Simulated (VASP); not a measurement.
Here is a VASP 6.6.1 calculation.

File INCAR:

```
ALGO     = Normal         # electronic algorithm
EDIFF    = 1E-7           # SCF threshold, eV
EDIFFG   = -0.01          # ionic threshold
ENCUT    = 600            # plane-wave cutoff, eV
GGA      = PE             # functional
IBRION   = 2              # ionic algorithm
ISIF     = 3              # what is computed and relaxed
ISMEAR   = -1             # smearing method
LASPH    = T              # aspherical terms in the spheres
LCHARG   = F              # write CHGCAR
LREAL    = F              # projectors in reciprocal space
LWAVE    = F              # write WAVECAR
NELM     = 60             # most SCF steps
NSW      = 60             # ionic steps
PREC     = Accurate       # precision mode
SIGMA    = 0.05           # smearing width, eV
```

Contents of KPOINTS:

```
k-points
0
Gamma
  12 12 12
```

The input POSCAR:

```
Zn
1.0
    0.0000000000      1.9647760000      1.9647760000
    1.9647760000      0.0000000000      1.9647760000
    1.9647760000      1.9647760000      0.0000000000
Zn
1
Direct
    0.0000000000      0.0000000000      0.0000000000
```

Potentials or basis: VASP PAW PBE potentials, release 64 (Zn).

The run is started by

```sh
$ cat potpaw_PBE.64/Zn/POTCAR > POTCAR
$ mpirun -np 1 vasp_std > vasp.out
```

(1) Predict the band gap on the k mesh.

Answers

(1) zero (band 6 reaches 5.33 eV, above the bottom of band 7 at 1.70 eV).

Caveat: the relaxation stopped at its first step, so nothing moved.
